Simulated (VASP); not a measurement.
# S (Pmmm) in VASP: further runs

Runs on S. Level: PBE. Tasks: single point, relaxation of cell and atoms.

Program: VASP 6.6.1. These are calculated values, not measurements. Logs are shortened: lines on timing, memory, paths and dates and some standing lists are left out, and cuts for length are marked.

## (1) The cell of the first run

Symmetry: Pmmm, No. 47, orthorhombic system. Conventional cell: a = 2.219 Å, b = 2.596 Å, c = 3.783 Å, α = 90.00°, β = 90.00°, γ = 90.00°. S (site symmetry mmm) has 4 S at 2.22 to 2.60 Å within 2.9 Å.

## (2) Single point, PBE

The input, INCAR:

```
ALGO = Normal ; EDIFF = 1E-6
ENCUT = 520 ; GGA = PE
ISIF = 2 ; ISMEAR = 0
LASPH = True ; LCHARG = True
LELF = True ; LREAL = False
LVHAR = True ; LWAVE = False
NBANDS = 9 ; NELM = 100
PREC = Accurate ; SIGMA = 0.1
```

The input, KPOINTS:

```
k-points
0
Gamma
  6 6 4
```

The input, POSCAR:

```
S
1.0
    2.2188546185      0.0000000000      0.0000000000
    0.0000000000      2.5960040558      0.0000000000
    0.0000000000      0.0000000000      3.7832131399
S
1
Direct
    0.5000000000      0.0000000000      0.0000000000
```

Potentials or basis: VASP PAW PBE potentials, release 64 (S).

Command:

```sh
$ cat potpaw_PBE.64/S/POTCAR > POTCAR
$ mpirun -np 1 vasp_std > vasp.out
```

OUTCAR:

```text
EDIFF = 1E-6
   ENCUT = 520
   GGA = PE
   ISIF = 2
   ISMEAR = 0
   LASPH = True
   LREAL = False
   NELM = 100
   PREC = Accurate

 ion  position               nearest neighbor table
   1  0.500  0.000  0.000-

  LATTYP: Found a simple orthorhombic cell.
 ALAT       =     2.2188546185
 B/A-ratio  =     1.1699748303
 C/A-ratio  =     1.7050297520

  Lattice vectors:

 A1 = (   2.2188546185,   0.0000000000,   0.0000000000)
 A2 = (   0.0000000000,   2.5960040558,   0.0000000000)
 A3 = (   0.0000000000,   0.0000000000,   3.7832131399)

Analysis of symmetry for initial positions (statically):
=====================================================================
 Subroutine PRICEL returns:
 Original cell was already a primitive cell.

 Routine SETGRP: Setting up the symmetry group for a
 simple orthorhombic supercell.

 Subroutine GETGRP returns: Found  8 space group operations
 (whereof  8 operations were pure point group operations)
 out of a pool of  8 trial point group operations.

The static configuration has the point symmetry D_2h.

Analysis of symmetry for dynamics (positions and initial velocities):
=====================================================================
 Subroutine PRICEL returns:
 Original cell was already a primitive cell.

 Routine SETGRP: Setting up the symmetry group for a
 simple orthorhombic supercell.

 Subroutine GETGRP returns: Found  8 space group operations
 (whereof  8 operations were pure point group operations)
 out of a pool of  8 trial point group operations.

The dynamic configuration has the point symmetry D_2h.

 Subroutine INISYM returns: Found  8 space group operations
 (whereof  8 operations are pure point group operations),
 and found     1 'primitive' translations

----------------------------------------------------------------------------------------

                                     Primitive cell

  volume of cell :      21.7919

  direct lattice vectors                    reciprocal lattice vectors
     2.218854618  0.000000000  0.000000000     0.450682975  0.000000000  0.000000000
     0.000000000  2.596004056  0.000000000     0.000000000  0.385207411  0.000000000
     0.000000000  0.000000000  3.783213140     0.000000000  0.000000000  0.264325578

  length of vectors
     2.218854618  2.596004056  3.783213140     0.450682975  0.385207411  0.264325578

  position of ions in fractional coordinates (direct lattice)
     0.500000000  0.000000000  0.000000000

  ion indices of the primitive-cell ions
   primitive index   ion index
                 1           1

----------------------------------------------------------------------------------------

 KPOINTS: k-points

Automatic generation of k-mesh.
 Grid dimensions read from file:
 generate k-points for:    6    6    4

 Generating k-lattice:

  Cartesian coordinates                     Fractional coordinates (reciprocal lattice)
     0.075113829  0.000000000  0.000000000     0.166666667  0.000000000  0.000000000
     0.000000000  0.064201235  0.000000000     0.000000000  0.166666667  0.000000000
     0.000000000  0.000000000  0.066081395     0.000000000  0.000000000  0.250000000

  Length of vectors
     0.075113829  0.064201235  0.066081395

  Shift w.r.t. Gamma in fractional coordinates (k-lattice)
     0.000000000  0.000000000  0.000000000

 Subroutine IBZKPT returns following result:
 ===========================================

 Found     48 irreducible k-points:

 Following reciprocal coordinates:
            Coordinates               Weight
  0.000000  0.000000  0.000000      1.000000
  0.166667  0.000000  0.000000      2.000000
  0.333333  0.000000  0.000000      2.000000
  0.500000  0.000000  0.000000      1.000000
  0.000000  0.166667  0.000000      2.000000
  0.166667  0.166667  0.000000      4.000000
[... 16 lines left out ...]
  0.333333  0.166667  0.250000      8.000000
  0.500000  0.166667  0.250000      4.000000
 [... further k-points ...]
   k-points           NKPTS =     48   k-points in BZ     NKDIM =     48   number of bands    NBANDS=      9
[... 49 lines left out ...]
      3       2.5045      2.00000
      4       7.5258      0.00000
      5      11.0787      0.00000
      6      14.2884      0.00000
      7      15.6238      0.00000
      8      19.8346      0.00000
      9      21.3571      0.00000

 k-point     4 :       0.5000    0.0000    0.0000
  band No.  band energies     occupation
      1      -7.0614      2.00000
      2      -4.4746      2.00000
      3       4.0431      0.00001
      4       8.7009      0.00000
      5      11.2601      0.00000
      6      14.2616      0.00000
      7      15.6304      0.00000
      8      17.2535      0.00000
      9      18.7028      0.00000

 k-point     5 :       0.0000    0.1667    0.0000
  band No.  band energies     occupation
      1     -12.3086      2.00000
      2       0.3825      2.00000
      3       2.2468      2.00000
      4       8.2989      0.00000
      5      11.4661      0.00000
      6      15.2255      0.00000
      7      17.0042      0.00000
      8      18.6253      0.00000
      9      24.8789      0.00000

 k-point     6 :       0.1667    0.1667    0.0000
  band No.  band energies     occupation
      1     -11.5428      2.00000
      2       1.0499      2.00000
      3       2.8163      2.00000
      4       6.2059      0.00000
      5       9.3089      0.00000
      6      17.0544      0.00000
      7      17.6450      0.00000
      8      21.0215      0.00000
      9      21.8917      0.00000
[... 169 lines left out ...]
 k-point    21 :       0.0000    0.1667    0.2500
  band No.  band energies     occupation
      1     -12.2191      2.00000
      2      -0.5647      2.00000
      3       2.3209      2.00000
      4      10.5583      0.00000
      5      11.4945      0.00000
      6      15.2615      0.00000
      7      15.7422      0.00000
      8      19.2597      0.00000
      9      24.5100      0.00000

 k-point    22 :       0.1667    0.1667    0.2500
  band No.  band energies     occupation
      1     -11.4541      2.00000
      2       0.1330      2.00000
      3       2.8863      2.00000
      4       6.3006      0.00000
      5      11.4651      0.00000
      6      16.4238      0.00000
      7      17.4735      0.00000
      8      20.0892      0.00000
      9      22.2422      0.00000

 k-point    23 :       0.3333    0.1667    0.2500
  band No.  band energies     occupation
      1      -9.2142      2.00000
      2      -0.0444      2.00000
      3       2.0674      2.00000
      4       4.9028      0.00000
      5      12.6136      0.00000
      6      14.7955      0.00000
      7      16.3136      0.00000
      8      18.5628      0.00000
      9      20.0047      0.00000

 k-point    24 :       0.5000    0.1667    0.2500
  band No.  band energies     occupation
      1      -6.4941      2.00000
      2      -4.0530      2.00000
      3       3.7563      0.72022
      4       6.3062      0.00000
      5      10.1866      0.00000
      6      13.4101      0.00000
      7      16.8260      0.00000
      8      19.7142      0.00000
      9      20.2269      0.00000

 [... further k-points ...]

------------------------ aborting loop because EDIFF is reached ----------------------------------------

  FORCE on cell =-STRESS in cart. coord.  units (eV):
  Direction    XX          YY          ZZ          XY          YZ          ZX
  --------------------------------------------------------------------------------------
  -------------------------------------------------------------------------------------
  Total       -0.0598318     -0.0012292      0.0026084      0.0000000      0.0000000      0.0000000
  in kB       -4.3989366     -0.0903739      0.1917748      0.0000000      0.0000000      0.0000000
  external PRESSURE =      -1.4325119 kB  Pullay stress =       0.0000000 kB

 VOLUME and BASIS-vectors are now :
 -----------------------------------------------------------------------------
  energy-cutoff  :      520.00
  volume of cell :       21.79
      direct lattice vectors                 reciprocal lattice vectors
     2.218854618  0.000000000  0.000000000     0.450682975  0.000000000  0.000000000
     0.000000000  2.596004056  0.000000000     0.000000000  0.385207411  0.000000000
     0.000000000  0.000000000  3.783213140     0.000000000  0.000000000  0.264325578

 POSITION                                       TOTAL-FORCE (eV/Angst)
 -----------------------------------------------------------------------------------
      1.10943      0.00000      0.00000         0.000000      0.000000      0.000000
 -----------------------------------------------------------------------------------
    total drift:                               -0.000000      0.000000      0.000000

  FREE ENERGIE OF THE ION-ELECTRON SYSTEM (eV)
  ---------------------------------------------------
  free  energy   TOTEN  =        -3.7013374496 eV

  energy  without entropy=       -3.6967837743  energy(sigma->0) =       -3.69906061
```

Wall time 16 s (1 thread of Oxide Virtual Turin-like, shared host); peak memory 0.09 GiB.

What came out:

- Free energy: -3.7013 eV
- Pressure: -0.1 GPa
- Band gap on the k mesh: zero (band 3 reaches 5.76 eV, above the bottom of band 4 at 2.47 eV)

Levels at points of the mesh, in eV from the Fermi level:
```tsv
k point	band 1	band 2	band 3	band 4	band 5	band 6
(0.00, 0.00, 0.00)	-16.49	-3.74	1.66	3.98	7.47	8.08
(0.50, 0.00, 0.00)	-10.79	-8.21	0.31	4.97	7.53	10.53
(0.00, 0.50, 0.00)	-13.97	-7.32	-1.76	7.46	7.95	8.68
(0.50, 0.50, 0.00)	-7.93	-6.46	-3.11	1.95	3.92	9.85
(0.00, 0.00, 0.50)	-16.31	-5.48	1.74	7.53	8.22	10.67
(0.50, 0.00, 0.50)	-10.61	-8.06	-0.90	5.02	5.03	13.64
(0.00, 0.50, 0.50)	-13.82	-7.11	-3.05	4.32	8.73	13.20
(0.50, 0.50, 0.50)	-7.76	-6.36	-2.97	1.05	4.26	8.01
```

Caveat: the k points lie up to 0.47 Å⁻¹ apart.

## (3) Single point, PBE

This run uses another cell than the first one, of 29.78 Å³/atom, 1.366 times its volume.

The input, INCAR:

```
SYSTEM = S
PREC = Accurate ; ENCUT = 520
EDIFF = 1E-7 ; ISMEAR = 0
SIGMA = 0.1 ; LREAL = .False.
LASPH = .True. ; NELM = 80
ALGO = Normal ; ISIF = 2
LWAVE = .False. ; LCHARG = .False.
GGA = PE ; NBANDS = 9
```

The input, KPOINTS:

```
Automatic mesh
0
Gamma
  6 6 4
  0 0 0
```

The input, POSCAR:

```
S
1.0
    2.6789616700      0.0000000000      0.0000000000
    0.0000000000      2.9497501400      0.0000000000
    0.0000000000      0.0000000000      3.7679419100
S
1
Direct
    0.5000000000      0.0000000000      0.0000000000
```

Potentials or basis: VASP PAW PBE potentials, release 64 (S).

Command:

```sh
$ cat potpaw_PBE.64/S/POTCAR > POTCAR
$ mpirun -np 1 vasp_std > vasp.out
```

It took 21 s on 1 thread of Oxide Virtual Turin-like, shared host; peak memory 0.1 GiB.

The run converged. Its results:

| Quantity | Value |
| --- | --- |
| Free energy | -2.9404 eV |
| Pressure | -12.6 GPa |
| Band gap on the k mesh | zero (band 3 reaches 1.80 eV, above the bottom of band 4 at -0.33 eV) |

Stress tensor (GPa, compression positive):
```
-26.57   0.00   0.00
  0.00 -10.02   0.00
  0.00   0.00  -1.31
```

Levels at points of the mesh, in eV from the Fermi level:
```csv
k point,band 1,band 2,band 3,band 4,band 5,band 6,band 7,band 8
"(0.00, 0.00, 0.00)",-13.39,-1.36,1.11,2.96,5.92,8.94,10.88,16.60
"(0.50, 0.00, 0.00)",-11.00,-4.98,0.33,2.43,9.61,10.06,11.49,11.98
"(0.00, 0.50, 0.00)",-12.07,-4.34,-0.36,3.58,8.94,9.77,11.20,12.37
"(0.50, 0.50, 0.00)",-9.72,-3.86,-2.32,1.14,5.72,11.27,12.47,12.63
"(0.00, 0.00, 0.50)",-13.16,-3.22,1.23,3.05,9.23,10.98,11.38,14.64
"(0.50, 0.00, 0.50)",-10.80,-4.74,-1.03,2.52,6.10,12.33,13.54,15.28
"(0.00, 0.50, 0.50)",-11.88,-4.04,-1.80,3.65,5.87,12.37,15.01,16.34
"(0.50, 0.50, 0.50)",-9.55,-3.68,-2.11,0.07,6.38,8.48,9.42,13.04
```

Caveat: the k points lie up to 0.42 Å⁻¹ apart.

## (4) Relaxation of cell and atoms, PBE

This run uses another cell than the first one, of 29.78 Å³/atom, 1.366 times its volume.

The input, INCAR:

```
  PREC = Accurate
  ENCUT = 600
  EDIFF = 1E-6
  ISMEAR = 0
  SIGMA = 0.1
  LREAL = False
  LASPH = True
  NELM = 60
  ALGO = Normal
  ISIF = 3
  LWAVE = False
  LCHARG = False
  GGA = PE
  IBRION = 2
  NSW = 90
  EDIFFG = -0.04
```

The input, KPOINTS:

```
Automatic mesh
0
Gamma
  6 6 4
```

POSCAR is that of step 3.

Command:

```sh
$ cat potpaw_PBE.64/S/POTCAR > POTCAR
$ mpirun -np 1 vasp_std > vasp.out
```

Run time: 70 s. Hardware: 1 thread of Oxide Virtual Turin-like, shared host; peak memory 0.11 GiB.

The run converged. Its results:

* Free energy: -3.7018 eV
* Relaxed volume: 21.53 Å³/atom
* Relaxed cell: a = 2.217 Å, b = 2.594 Å, c = 3.744 Å, α = 90.00°, β = 90.00°, γ = 90.00°
* Space group after relaxing (to 0.05 Å): Pmmm (No. 47)
* Energy gained by relaxing: 761.3 meV/atom
* Ionic steps: 6
* Pressure after relaxing: 0.1 GPa
* Band gap on the k mesh: zero (band 3 reaches 5.88 eV, above the bottom of band 4 at 2.55 eV)

Stress tensor (GPa, compression positive):
```
 0.10  0.00  0.00
 0.00  0.12  0.00
 0.00  0.00 -0.04
```

The path:
| step | energy change (eV) | largest force (eV/Å) | pressure (GPa) | volume (Å³) |
| --- | --- | --- | --- | --- |
| 1 | 0.0000 | 0.0000 | -12.61 | 29.78 |
| 2 | -0.5290 | 0.0000 | 14.12 | 20.42 |
| 3 | -0.7235 | 0.0000 | -2.38 | 22.77 |
| 4 | -0.7240 | 0.0000 | -1.77 | 22.64 |
| 5 | -0.7612 | 0.0000 | 0.21 | 21.48 |
| 6 | -0.7613 | 0.0000 | 0.06 | 21.53 |

Final structure:
```yaml
crystal:
  lattice:
    - [2.21709, 0.00000, 0.00000]
    - [0.00000, 2.59424, 0.00000]
    - [0.00000, 0.00000, 3.74389]
  atoms:
    - { symbol: S, position: [0.50000, 0.00000, 0.00000] }
```

Levels at points of the mesh, in eV from the Fermi level:
```
           k point  band 1  band 2  band 3  band 4  band 5  band 6
(0.00, 0.00, 0.00)  -16.53   -3.70    1.65    3.99    7.48    8.06
(0.50, 0.00, 0.00)  -10.81   -8.24    0.34    4.97    7.58   10.53
(0.00, 0.50, 0.00)  -14.00   -7.36   -1.74    7.53    7.94    8.70
(0.50, 0.50, 0.00)   -7.94   -6.49   -3.13    1.98    3.89    9.89
(0.00, 0.00, 0.50)  -16.33   -5.55    1.74    7.55    8.21   10.87
(0.50, 0.00, 0.50)  -10.61   -8.09   -0.95    4.95    5.03   13.64
(0.00, 0.50, 0.50)  -13.83   -7.13   -3.10    4.26    8.75   13.27
(0.50, 0.50, 0.50)   -7.75   -6.38   -2.98    1.02    4.25    7.96
```

Caveat: the k points lie up to 0.47 Å⁻¹ apart in the final cell; the volume moved by over 15 % at a fixed basis, so the end points are rough.

## (5) Relaxation of cell and atoms, PBE

The input, INCAR:

```
SYSTEM = S
PREC     = Accurate       ! precision mode
ENCUT    = 600            ! plane-wave cutoff, eV
EDIFF    = 1E-7           ! SCF threshold, eV
ISMEAR   = 0              ! smearing method
SIGMA    = 0.1            ! smearing width, eV
LREAL    = .False.        ! projectors in reciprocal space
LASPH    = .True.         ! aspherical terms in the spheres
NELM     = 100            ! most SCF steps
ALGO     = Normal         ! electronic algorithm
ISIF     = 3              ! what is computed and relaxed
LWAVE    = .False.        ! write WAVECAR
LCHARG   = .False.        ! write CHGCAR
GGA      = PE             ! functional
IBRION   = 2              ! ionic algorithm
NSW      = 100            ! ionic steps
EDIFFG   = -0.01          ! ionic threshold
```

The input, KPOINTS:

```
Automatic mesh
0
Gamma
  24 22 14
  0 0 0
```

The input, POSCAR:

```
S
1.0
    2.2188546185      0.0000000000      0.0000000000
    0.0000000000      2.5960040558      0.0000000000
    0.0000000000      0.0000000000      3.7832131399
S
1
Direct
    0.5000000000      0.0000000000      0.0000000000
```

Command:

```sh
$ cat potpaw_PBE.64/S/POTCAR > POTCAR
$ mpirun -np 1 vasp_std > vasp.out
```

Run time: 42 min. Hardware: 1 thread of Oxide Virtual Turin-like, shared host; peak memory 0.28 GiB.

It converged, with:

| Item | Value |
| --- | --- |
| Free energy | -3.6439 eV |
| Relaxed volume | 24.51 Å³/atom |
| Relaxed cell | a = 2.338 Å, b = 2.391 Å, c = 4.385 Å, α = 90.00°, β = 90.00°, γ = 90.00° |
| Space group after relaxing (to 0.05 Å) | Pmmm (No. 47) |
| Energy gained by relaxing | 107.1 meV/atom |
| Ionic steps | 17 |
| Pressure after relaxing | 0.0 GPa |
| Band gap on the k mesh | zero (band 3 reaches 6.99 eV, above the bottom of band 4 at 1.31 eV) |

Stress tensor (GPa, compression positive):
```
 0.06  0.00  0.00
 0.00 -0.06  0.00
 0.00  0.00  0.00
```

Step by step:
| step | energy change (eV) | largest force (eV/Å) | pressure (GPa) | volume (Å³) |
| --- | --- | --- | --- | --- |
| 1 | 0.0000 | 0.0000 | 0.38 | 21.79 |
| 2 | -0.0798 | 0.0000 | -1.93 | 21.91 |
| 3 | -0.0903 | 0.0000 | -2.35 | 21.93 |
| 4 | -0.0917 | 0.0000 | -2.31 | 21.93 |
| 5 | -0.0887 | 0.0000 | 2.47 | 20.90 |
| 6 | -0.0989 | 0.0000 | -0.31 | 21.46 |
| 7 | -0.1005 | 0.0000 | 0.69 | 21.35 |
| 8 | -0.1009 | 0.0000 | 0.37 | 21.39 |
| 9 | -0.1015 | 0.0000 | 0.31 | 21.51 |
| 10 | -0.1030 | 0.0000 | 0.12 | 21.90 |
| 11 | -0.1050 | 0.0000 | -0.22 | 22.67 |
| 12 | -0.1059 | 0.0000 | -0.78 | 24.22 |
| 13 | -0.1064 | 0.0000 | -0.62 | 24.28 |
| 14 | -0.1071 | 0.0000 | -0.12 | 24.47 |
| 15 | -0.1071 | 0.0000 | 0.03 | 24.52 |
| 16 | -0.1071 | 0.0000 | 0.01 | 24.51 |
| 17 | -0.1071 | 0.0000 | 0.00 | 24.51 |

Final structure:
```
S
1.0
     2.33843    0.00000    0.00000
     0.00000    2.39090    0.00000
     0.00000    0.00000    4.38451
S
1
Cartesian
  1.1692 0.0000 0.0000
```

Levels at points of the mesh, in eV from the Fermi level:
| k point | band 1 | band 2 | band 3 | band 4 | band 5 | band 6 |
| --- | --- | --- | --- | --- | --- | --- |
| (0.00, 0.00, 0.00) | -16.58 | -4.38 | 3.68 | 4.24 | 5.09 | 8.88 |
| (0.50, 0.00, 0.00) | -12.17 | -8.02 | -0.98 | 6.51 | 6.63 | 9.46 |
| (0.00, 0.50, 0.00) | -12.65 | -7.89 | -1.29 | 6.47 | 7.17 | 9.09 |
| (0.50, 0.50, 0.00) | -7.80 | -5.21 | -4.71 | 1.69 | 3.66 | 10.16 |
| (0.00, 0.00, 0.50) | -16.54 | -5.12 | 4.25 | 5.11 | 8.35 | 8.91 |
| (0.50, 0.00, 0.50) | -12.13 | -7.98 | -1.43 | 5.13 | 6.64 | 12.88 |
| (0.00, 0.50, 0.50) | -12.61 | -7.84 | -1.74 | 5.03 | 7.18 | 12.64 |
| (0.50, 0.50, 0.50) | -7.77 | -5.19 | -4.68 | 1.42 | 3.76 | 9.29 |

## (6) The runs side by side

```csv
task,cell,k mesh,cutoff (eV),gap on the mesh (eV),pressure (GPa),relaxed volume (Å³/atom)
single point,"a = 2.219, b = 2.596, c = 3.783 Å, 1 atom",6 × 6 × 4,520,none,-0.1,-
single point,"a = 2.679, b = 2.950, c = 3.768 Å, 1 atom",6 × 6 × 4,520,none,-12.6,-
relaxation of cell and atoms,"relaxed from a = 2.679, b = 2.950, c = 3.768 Å, 1 atom",6 × 6 × 4,600,none,0.1,21.53
relaxation of cell and atoms,"relaxed from a = 2.219, b = 2.596, c = 3.783 Å, 1 atom",24 × 22 × 14,600,none,0.0,24.51
```

Alike in all rows: level PBE; potentials or basis VASP PAW PBE potentials, release 64 (S); no spin polarisation; smearing gaussian 0.1 eV.

Caveats: some runs use coarse meshes; the volume moved by over 15 % at a fixed basis, so the end points are rough (some runs).

Absolute energies hang on the potentials; compare differences alone.
